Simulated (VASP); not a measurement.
# SiGe (P6_3mc) in VASP: notebook

The runs below take SiGe through single point, relaxation of shape and atoms at fixed volume, with r2SCAN.

Program: VASP 6.6.1. These are calculated values, not measurements. Logs are shortened: lines on timing, memory, paths and dates and some standing lists are left out, and cuts for length are marked.

**1. The cell of the first run**

Symmetry: P6_3mc, No. 186, hexagonal system. Conventional cell: a = 3.943 Å, b = 3.943 Å, c = 6.415 Å, α = 90.00°, β = 90.00°, γ = 120.00°. Within 3.2 Å of Si (site symmetry 3m) lie 4 Ge at 2.40 to 2.42 Å. Within 3.2 Å of Ge (site symmetry 3m) lie 4 Si at 2.40 to 2.42 Å.

**2. Single point, r2SCAN (biaxial strain in the a-b plane: +1.0 %)**

POSCAR reads:

```
SiGe
1.0
    3.9434214203      0.0000000000      0.0000000000
   -1.9717107102      3.4151031278      0.0000000000
    0.0000000000      0.0000000000      6.4149575876
Si Ge
2 2
Direct
    0.6666666667      0.3333333333      0.8744661519
    0.3333333333      0.6666666667      0.3744661519
    0.6666666667      0.3333333333      0.5005328481
    0.3333333333      0.6666666667      0.0005328481
```

INCAR.step1 reads:

```
SYSTEM = SiGe
ALGO = Normal
EDIFF = 1E-4
ENCUT = 520
GGA = PE
ISMEAR = 0
LASPH = .TRUE.
LCHARG = .FALSE.
LREAL = .FALSE.
LWAVE = .TRUE.
NBANDS = 26
NELM = 60
PREC = Accurate
SIGMA = 0.02
```

INCAR.step2 reads:

```
SYSTEM = SiGe
ALGO = Normal
EDIFF = 1E-6
ENCUT = 520
ISIF = 2
ISMEAR = 0
ISTART = 1
LASPH = .TRUE.
LCHARG = .TRUE.
LELF = .TRUE.
LMIXTAU = .TRUE.
LREAL = .FALSE.
LVHAR = .TRUE.
LWAVE = .FALSE.
METAGGA = R2SCAN
NBANDS = 26
NELM = 60
PREC = Accurate
SIGMA = 0.02
```

KPOINTS reads:

```
k-points
0
G
  12 12 4
  0 0 0
```

Potentials or basis: VASP PAW PBE potentials, release 64 (Si, Ge_d).

Command:

```bash
> cat potpaw_PBE.64/Si/POTCAR potpaw_PBE.64/Ge_d/POTCAR > POTCAR
> cp INCAR.step1 INCAR
> mpirun -np 1 vasp_std > vasp.out
> cp INCAR.step2 INCAR
> mpirun -np 1 vasp_std > vasp.out
```

OUTCAR:

```text
SYSTEM = SiGe
   EDIFF = 1E-6
   ENCUT = 520
   ISIF = 2
   ISMEAR = 0
   ISTART = 1
   LASPH = .TRUE.
   LREAL = .FALSE.
   METAGGA = R2SCAN
   NELM = 60
   PREC = Accurate

 ion  position               nearest neighbor table
   1  0.667  0.333  0.874-   3 2.40   4 2.42   4 2.42   4 2.42
   2  0.333  0.667  0.374-   4 2.40   3 2.42   3 2.42   3 2.42
   3  0.667  0.333  0.501-   1 2.40   2 2.42   2 2.42   2 2.42
   4  0.333  0.667  0.001-   2 2.40   1 2.42   1 2.42   1 2.42

  LATTYP: Found a hexagonal cell.
 ALAT       =     3.9434214203
 C/A-ratio  =     1.6267491865

  Lattice vectors:

 A1 = (   3.9434214203,   0.0000000000,   0.0000000000)
 A2 = (  -1.9717107102,   3.4151031278,   0.0000000000)
 A3 = (   0.0000000000,   0.0000000000,   6.4149575876)

Analysis of symmetry for initial positions (statically):
=====================================================================
 Subroutine PRICEL returns:
 Original cell was already a primitive cell.

 Routine SETGRP: Setting up the symmetry group for a
 hexagonal supercell.

 Subroutine GETGRP returns: Found 12 space group operations
 (whereof  6 operations were pure point group operations)
 out of a pool of 24 trial point group operations.

The static configuration has the point symmetry C_3v.
 The point group associated with its full space group is C_6v.

Analysis of symmetry for dynamics (positions and initial velocities):
=====================================================================
 Subroutine PRICEL returns:
 Original cell was already a primitive cell.

 Routine SETGRP: Setting up the symmetry group for a
 hexagonal supercell.

 Subroutine GETGRP returns: Found 12 space group operations
 (whereof  6 operations were pure point group operations)
 out of a pool of 24 trial point group operations.

The dynamic configuration has the point symmetry C_3v.
 The point group associated with its full space group is C_6v.

 Subroutine INISYM returns: Found 12 space group operations
 (whereof  6 operations are pure point group operations),
 and found     1 'primitive' translations

----------------------------------------------------------------------------------------

                                     Primitive cell

  volume of cell :      86.3915

  direct lattice vectors                    reciprocal lattice vectors
     3.943421420  0.000000000  0.000000000     0.253586897  0.146408463  0.000000000
    -1.971710710  3.415103128  0.000000000     0.000000000  0.292816926  0.000000000
     0.000000000  0.000000000  6.414957588     0.000000000  0.000000000  0.155885676

  length of vectors
     3.943421420  3.943421420  6.414957588     0.292816926  0.292816926  0.155885676

  position of ions in fractional coordinates (direct lattice)
     0.666666667  0.333333333  0.874466152
     0.333333333  0.666666667  0.374466152
     0.666666667  0.333333333  0.500532848
     0.333333333  0.666666667  0.000532848

  ion indices of the primitive-cell ions
   primitive index   ion index
                 1           1
                 2           2
                 3           3
                 4           4

----------------------------------------------------------------------------------------

 KPOINTS: k-points

Automatic generation of k-mesh.
 Grid dimensions read from file:
 generate k-points for:   12   12    4

 Generating k-lattice:

  Cartesian coordinates                     Fractional coordinates (reciprocal lattice)
     0.021132241  0.012200705  0.000000000     0.083333333  0.000000000  0.000000000
     0.000000000  0.024401411  0.000000000     0.000000000  0.083333333  0.000000000
     0.000000000  0.000000000  0.038971419     0.000000000  0.000000000  0.250000000

  Length of vectors
     0.024401411  0.024401411  0.038971419

  Shift w.r.t. Gamma in fractional coordinates (k-lattice)
     0.000000000  0.000000000  0.000000000

 Subroutine IBZKPT returns following result:
 ===========================================

 Found     57 irreducible k-points:

 Following reciprocal coordinates:
            Coordinates               Weight
  0.000000  0.000000  0.000000      1.000000
  0.083333  0.000000  0.000000      6.000000
  0.166667 -0.000000  0.000000      6.000000
  0.250000 -0.000000  0.000000      6.000000
  0.333333 -0.000000  0.000000      6.000000
  0.416667 -0.000000  0.000000      6.000000
[... 16 lines left out ...]
  0.250000 -0.000000  0.250000     12.000000
  0.333333 -0.000000  0.250000     12.000000
 [... further k-points ...]
   k-points           NKPTS =     57   k-points in BZ     NKDIM =     57   number of bands    NBANDS=     26
   number of dos      NEDOS =    301   number of ions     NIONS =      4
   total plane-waves  NPLWV =  43200
   dimension x,y,z NGX =    30 NGY =   30 NGZ =   48
   dimension x,y,z NGXF=    60 NGYF=   60 NGZF=   96
   ions per type =               2   2
   NGX,Y,Z   is equivalent  to a cutoff of  12.65, 12.65, 12.44 a.u.
   NGXF,Y,Z  is equivalent  to a cutoff of  25.29, 25.29, 24.88 a.u.
 SYSTEM =  SiGe
   PREC   = accura    normal or accurate (medium, high low for compatibility)
   ISTART =      1    job   : 0-new  1-cont  2-samecut
   ICHARG =      0    charge: 1-file 2-atom 10-const
   ISPIN  =      1    spin polarized calculation?
   LNONCOLLINEAR =      F non collinear calculations
   LSORBIT =      F    spin-orbit coupling
   LASPH  =      T    aspherical Exc in radial PAW
   ENCUT  =  520.0 eV  38.22 Ry    6.18 a.u.   7.33  7.33 11.93*2*pi/ulx,y,z
   NELM   =     60;   NELMIN=  2; NELMDL=  0     # of ELM steps
   EDIFF  = 0.1E-05   stopping-criterion for ELM
   LREAL  =      F    real-space projection
   EDIFFG = 0.1E-04   stopping-criterion for IOM
   NSW    =      0    number of steps for IOM
   IBRION =     -1    ionic relax: 0-MD 1-quasi-New 2-CG
   NFREE  =      0    steps in history (QN), initial steepest desc. (CG)
   ISIF   =      2    stress and relaxation
   ISYM   =      2    0-nonsym 1-usesym 2-fastsym
   POTIM  = 0.5000    time-step for ionic-motion
   TEBEG  =    0.0;   TEEND  =   0.0 temperature during run
   PSTRESS=    0.0 pullay stress
   NELECT =      36.0000    total number of electrons
   NUPDOWN=      -1.0000    fix difference up-down
   EMIN   =  10.00;   EMAX   =-10.00  energy-range for DOS
   EFERMI =   0.00;   METHOD = LEGACY
   ISMEAR =     0;   SIGMA  =   0.02  broadening in eV -4-tet -1-fermi 0-gaus
   EFERMI_NEDOS =   21; number of points for ismear=-14 and -15
   IALGO  =     38    algorithm
   IMIX   =      4    mixing-type and parameters
     AMIX     =   0.40;   BMIX     =  1.00
     AMIX_MAG =   1.60;   BMIX_MAG =  1.00
  volume/ion in A,a.u.               =      21.60       145.75
  Fermi-wavevector in a.u.,A,eV,Ry     =   1.222791  2.310739 20.343658  1.495217
  Thomas-Fermi vector in A             =   2.357925
   LORBIT       =      0    0 simple, 1 ext, 2 COOP (PROOUT), +10 PAW based schemes
   METAGGA = R2SCAN    functional components
   LHFCALC =     F    Hartree Fock is set to
   AEXX    =    0.0000 exact exchange contribution
   IVDW    =     0    specifies the selected vdW correction
   LEPSILON=     F    determine dielectric tensor
   LRPA    =     F    only Hartree local field effects (RPA)
 non-spin polarized calculation
 Gauss-broadening in eV      SIGMA  =   0.02
  energy-cutoff  :      520.00
  volume of cell :       86.39
 maximum number of plane-waves:      2358
 NGX is ok and might be reduce to    30
   NGX = 15   NGY = 15   NGZ = 23

 number of electron      35.9999990 magnetization

 Free energy of the ion-electron system (eV)
  ---------------------------------------------------
  ext. energy  EPLUGINS =         0.00000000
  ---------------------------------------------------
  free energy    TOTEN  =       -45.16168462 eV

  energy without entropy =      -45.16168462  energy(sigma->0) =      -45.16168462

 E-fermi :   5.4502     XC(G=0): -10.3086

 val. band max:        5.3378941493   @ k =   0.0000   0.0000   0.0000
 cond. band min:       5.8981248048   @ k =   0.0000   0.0000   0.0000
 fundamental gap:      0.5602306555
 Fermi energy:         5.4501818092

 k-point     1 :       0.0000    0.0000    0.0000
  band No.  band energies     occupation
      1     -19.8814      2.00000
      2     -19.8811      2.00000
      3     -19.8767      2.00000
      4     -19.8767      2.00000
      5     -19.8736      2.00000
      6     -19.8736      2.00000
[... 18 lines left out ...]
     25       9.9053      0.00000
     26      12.2116      0.00000

 k-point     2 :       0.0833    0.0000    0.0000
  band No.  band energies     occupation
      1     -19.8814      2.00000
      2     -19.8808      2.00000
      3     -19.8768      2.00000
      4     -19.8763      2.00000
      5     -19.8734      2.00000
      6     -19.8731      2.00000
[... 18 lines left out ...]
     25      10.2264      0.00000
     26      11.6665      0.00000

 k-point     3 :       0.1667   -0.0000    0.0000
  band No.  band energies     occupation
      1     -19.8817      2.00000
      2     -19.8799      2.00000
      3     -19.8770      2.00000
      4     -19.8752      2.00000
      5     -19.8728      2.00000
      6     -19.8719      2.00000
[... 18 lines left out ...]
     25      10.9014      0.00000
     26      11.0698      0.00000

 k-point     4 :       0.2500   -0.0000    0.0000
  band No.  band energies     occupation
      1     -19.8825      2.00000
      2     -19.8788      2.00000
      3     -19.8772      2.00000
      4     -19.8740      2.00000
      5     -19.8716      2.00000
      6     -19.8702      2.00000
[... 18 lines left out ...]
     25      12.2201      0.00000
     26      12.2778      0.00000
[... 496 lines left out ...]
      1     -19.8816      2.00000
      2     -19.8804      2.00000
      3     -19.8762      2.00000
      4     -19.8748      2.00000
      5     -19.8733      2.00000
      6     -19.8724      2.00000
[... 18 lines left out ...]
     25      10.5906      0.00000
     26      11.9194      0.00000

 k-point    23 :       0.2500   -0.0000    0.2500
  band No.  band energies     occupation
      1     -19.8823      2.00000
      2     -19.8802      2.00000
      3     -19.8756      2.00000
      4     -19.8734      2.00000
      5     -19.8722      2.00000
      6     -19.8707      2.00000
[... 18 lines left out ...]
     25      11.6817      0.00000
     26      11.8769      0.00000

 k-point    24 :       0.3333   -0.0000    0.2500
  band No.  band energies     occupation
      1     -19.8832      2.00000
      2     -19.8803      2.00000
      3     -19.8747      2.00000
      4     -19.8722      2.00000
      5     -19.8709      2.00000
      6     -19.8692      2.00000
[... 18 lines left out ...]
     25      12.8007      0.00000
     26      12.8955      0.00000

 [... further k-points ...]
[... 5 lines left out ...]
  --------------------------------------------------------------------------------------
  -------------------------------------------------------------------------------------
  Total       -1.2351583     -1.2351583      0.6145785      0.0000000      0.0000000      0.0000000
  in kB      -22.9066938    -22.9066938     11.3976987      0.0000000      0.0000000      0.0000000
  external PRESSURE =     -11.4718963 kB  Pullay stress =       0.0000000 kB

 VOLUME and BASIS-vectors are now :
 -----------------------------------------------------------------------------
  energy-cutoff  :      520.00
  volume of cell :       86.39
      direct lattice vectors                 reciprocal lattice vectors
     3.943421420  0.000000000  0.000000000     0.253586897  0.146408463  0.000000000
    -1.971710710  3.415103128  0.000000000     0.000000000  0.292816926  0.000000000
     0.000000000  0.000000000  6.414957588     0.000000000  0.000000000  0.155885676

 POSITION                                       TOTAL-FORCE (eV/Angst)
 -----------------------------------------------------------------------------------
      1.97171      1.13837      5.60966         0.000000     -0.000000      0.154197
     -0.00000      2.27674      2.40218        -0.000000      0.000000      0.154197
      1.97171      1.13837      3.21090         0.000000      0.000000     -0.154197
     -0.00000      2.27674      0.00342        -0.000000      0.000000     -0.154197
 -----------------------------------------------------------------------------------
    total drift:                               -0.000000     -0.000000      0.022184

  FREE ENERGIE OF THE ION-ELECTRON SYSTEM (eV)
  ---------------------------------------------------
  free  energy   TOTEN  =       -45.1616846196 eV

  energy  without entropy=      -45.1616846196  energy(sigma->0) =      -45.16168462
```

Run time: 3.3 min. Hardware: 1 thread of Intel Xeon 6975P-C (Granite Rapids), shared host; peak memory 0.27 GiB.

What came out:

```yaml
Free_energy: -45.1617 eV
Pressure: -1.1 GPa
Largest_force: 0.154 eV/Å
Band_gap_on_the_k_mesh: 0.56 eV
```

Forces in eV/Å, atoms in the order of the input:
```
Si   0.000  0.000  0.154
Si   0.000  0.000  0.154
Ge   0.000  0.000 -0.154
Ge   0.000  0.000 -0.154
```

Stress tensor (GPa, compression positive):
```
-2.29  0.00  0.00
 0.00 -2.29  0.00
 0.00  0.00  1.14
```

Caveat: the cell differs from its parent crystal (biaxial strain in the a-b plane: +1.0 %); the PAW data sets were made with another functional, which shifts forces and pressure a little. A k mesh can miss the band edges.

**3. Single point, r2SCAN (21.94 Å³/atom)**

This run uses another cell than the first one, of 21.94 Å³/atom.

POSCAR reads:

```
SiGe
1.0
    3.9443238068      0.0000000000      0.0000000000
   -1.9721619034      3.4158846175      0.0000000000
    0.0000000000      0.0000000000      6.5133309017
Si Ge
2 2
Direct
    0.6666666667      0.3333333333      0.8746347126
    0.3333333333      0.6666666667      0.3746347126
    0.6666666667      0.3333333333      0.5003642874
    0.3333333333      0.6666666667      0.0003642874
```

INCAR.step1 reads:

```
SYSTEM = SiGe
PREC     = Accurate       ! precision mode
ENCUT    = 520            ! plane-wave cutoff, eV
ISMEAR   = 0              ! smearing method
SIGMA    = 0.02           ! smearing width, eV
LREAL    = .False.        ! projectors in reciprocal space
LASPH    = .True.         ! aspherical terms in the spheres
NELM     = 80             ! most SCF steps
NBANDS   = 26             ! bands
GGA      = PE             ! functional
ALGO     = Normal         ! electronic algorithm
EDIFF    = 1E-4           ! SCF threshold, eV
LWAVE    = .True.         ! write WAVECAR
LCHARG   = .False.        ! write CHGCAR
```

INCAR.step2 reads:

```
SYSTEM = SiGe
PREC     = Accurate       ! precision mode
ENCUT    = 520            ! plane-wave cutoff, eV
EDIFF    = 1E-6           ! SCF threshold, eV
ISMEAR   = 0              ! smearing method
SIGMA    = 0.02           ! smearing width, eV
LREAL    = .False.        ! projectors in reciprocal space
LASPH    = .True.         ! aspherical terms in the spheres
NELM     = 80             ! most SCF steps
ALGO     = Normal         ! electronic algorithm
ISIF     = 2              ! what is computed and relaxed
LWAVE    = .False.        ! write WAVECAR
LCHARG   = .False.        ! write CHGCAR
METAGGA  = R2SCAN         ! meta-GGA
LMIXTAU  = .True.       
NBANDS   = 26             ! bands
ISTART   = 1
```

KPOINTS reads:

```
regular mesh
0
Gamma
  12 12 4
  0 0 0
```

Potentials or basis: VASP PAW PBE potentials, release 64 (Si, Ge_d).

Command:

```bash
> cat potpaw_PBE.64/Si/POTCAR potpaw_PBE.64/Ge_d/POTCAR > POTCAR
> cp INCAR.step1 INCAR
> mpirun -np 1 vasp_std > vasp.out
> cp INCAR.step2 INCAR
> mpirun -np 1 vasp_std > vasp.out
```

Run time: 2.7 min. Hardware: 1 thread of Intel Xeon 6975P-C (Granite Rapids), shared host; peak memory 0.27 GiB.

The run converged. Its results:

| Property | Result |
| --- | --- |
| Free energy | -45.1565 eV |
| Pressure | -2.4 GPa |
| Largest force | 0.007 eV/Å |
| Band gap on the k mesh | 0.68 eV |

Forces on the atoms (eV/Å):
```
Si   0.000  0.000 -0.007
Si   0.000  0.000 -0.007
Ge   0.000  0.000  0.007
Ge   0.000  0.000  0.007
```

Stress tensor (GPa, compression positive):
```
-2.41  0.00  0.00
 0.00 -2.41  0.00
 0.00  0.00 -2.32
```

Levels at points of the mesh, in eV from the valence-band top:
| k point | band 15 | band 16 | band 17 | band 18 | band 19 | band 20 | band 21 | band 22 |
| --- | --- | --- | --- | --- | --- | --- | --- | --- |
| (0.00, 0.00, 0.00) | -1.61 | -0.30 | 0.00 | 0.00 | 0.68 | 1.66 | 2.25 | 2.25 |
| (0.50, 0.00, 0.00) | -4.75 | -3.21 | -2.97 | -1.56 | 0.70 | 2.26 | 3.57 | 3.62 |
| (0.00, 0.00, 0.50) | -0.98 | -0.98 | -0.98 | -0.98 | 1.47 | 1.47 | 3.33 | 3.33 |
| (0.50, 0.00, 0.50) | -2.62 | -2.62 | -2.55 | -2.55 | 0.92 | 0.92 | 2.16 | 2.16 |

Caveat: the PAW data sets were made with another functional, which shifts forces and pressure a little. A k mesh can miss the band edges.

**4. Single point, r2SCAN (22.58 Å³/atom)**

This run uses another cell than the first one, of 22.58 Å³/atom.

POSCAR reads:

```
SiGe
1.0
    3.9822523240      0.0000000000      0.0000000000
   -1.9911261620      3.4487316769      0.0000000000
    0.0000000000      0.0000000000      6.5759629256
Si Ge
2 2
Direct
    0.6666666667      0.3333333333      0.8746347126
    0.3333333333      0.6666666667      0.3746347126
    0.6666666667      0.3333333333      0.5003642874
    0.3333333333      0.6666666667      0.0003642874
```

INCAR.step1 reads:

```
ALGO = Normal ; EDIFF = 1E-4
ENCUT = 520 ; GGA = PE
ISMEAR = 0 ; LASPH = T
LCHARG = F ; LREAL = F
LWAVE = T ; NBANDS = 26
NELM = 100 ; PREC = Accurate
SIGMA = 0.02
```

INCAR.step2 reads:

```
ALGO = Normal ; EDIFF = 1E-7
ENCUT = 520 ; ISIF = 2
ISMEAR = 0 ; ISTART = 1
LASPH = T ; LCHARG = F
LMIXTAU = T ; LREAL = F
LWAVE = F ; METAGGA = R2SCAN
NBANDS = 26 ; NELM = 100
PREC = Accurate ; SIGMA = 0.02
```

KPOINTS reads:

```
k-points
0
Gamma
  12 12 4
```

Command:

```bash
> cat potpaw_PBE.64/Si/POTCAR potpaw_PBE.64/Ge_d/POTCAR > POTCAR
> cp INCAR.step1 INCAR
> mpirun -np 1 vasp_std > vasp.out
> cp INCAR.step2 INCAR
> mpirun -np 1 vasp_std > vasp.out
```

Wall time 3.7 min (1 thread of Intel Xeon 6975P-C (Granite Rapids), shared host); peak memory 0.28 GiB.

It converged, with:

```
Free energy            : -45.1029 eV
Pressure               : -4.4 GPa
Largest force          : 0.003 eV/Å
Band gap on the k mesh : 0.59 eV
```

Forces on the atoms (eV/Å):
```
Si   0.000  0.000  0.003
Si   0.000  0.000  0.003
Ge   0.000  0.000 -0.003
Ge   0.000  0.000 -0.003
```

Levels at points of the mesh, in eV from the valence-band top:
```tsv
k point	band 15	band 16	band 17	band 18	band 19	band 20	band 21	band 22
(0.00, 0.00, 0.00)	-1.56	-0.29	0.00	0.00	0.59	1.38	2.25	2.25
(0.50, 0.00, 0.00)	-4.61	-3.11	-2.86	-1.51	0.74	2.18	3.58	3.62
(0.00, 0.00, 0.50)	-0.95	-0.95	-0.95	-0.95	1.37	1.37	3.32	3.32
(0.50, 0.00, 0.50)	-2.55	-2.55	-2.47	-2.47	0.90	0.90	2.20	2.20
```

Caveat: the cell stands under tension; the PAW data sets were made with another functional, which shifts forces and pressure a little. A k mesh can miss the band edges.

[end of part 1 of 2]
